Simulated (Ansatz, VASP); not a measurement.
# One calculation of InGaO2, two programs

```
CELL_PARAMETERS angstrom
2.85062 0.00000 0.00000
0.00000 3.74342 0.00000
0.00000 0.00000 6.10749
ATOMIC_POSITIONS crystal
In 0.50000 0.50000 0.50000
Ga 0.00000 0.00000 0.00000
O 0.50000 0.00000 0.20938
O 0.50000 0.00000 0.79062
```

Change from the starting cell: species swapped into the AgPdO2 type (Pmmm, No. 47).

Alike in both runs: functional PBE; k mesh 6 × 6 × 4; occupations gaussian, width 0.1 eV; no spin polarisation.

Ansatz relaxed the structure, and its values are those at the end. VASP's run is a single point on that final structure, the one shown.

```csv
,VASP,Ansatz
version,VASP 6.6.1,Ansatz 0.2.0
potentials or method,"VASP PAW PBE potentials, release 64 (In_d, Ga_d, O), cutoff 600 eV","scalar-relativistic, plane waves, PAW"
valence electrons in the cell,38,38
```

```csv
,VASP,Ansatz,Ansatz less VASP
gap on the k mesh at the Fermi level (eV),none,none,-
pressure (GPa),0.1,-0.1,-0.16
rms of the force components (eV/Å),0.018,0.010,-0.0083
```

A gap of «none» marks a metal or a gap that the smearing closes. The functional is the same, so the differences come from potentials, cutoffs and numerics.

The k mesh is coarse, so the values compare programs but aren't converged.
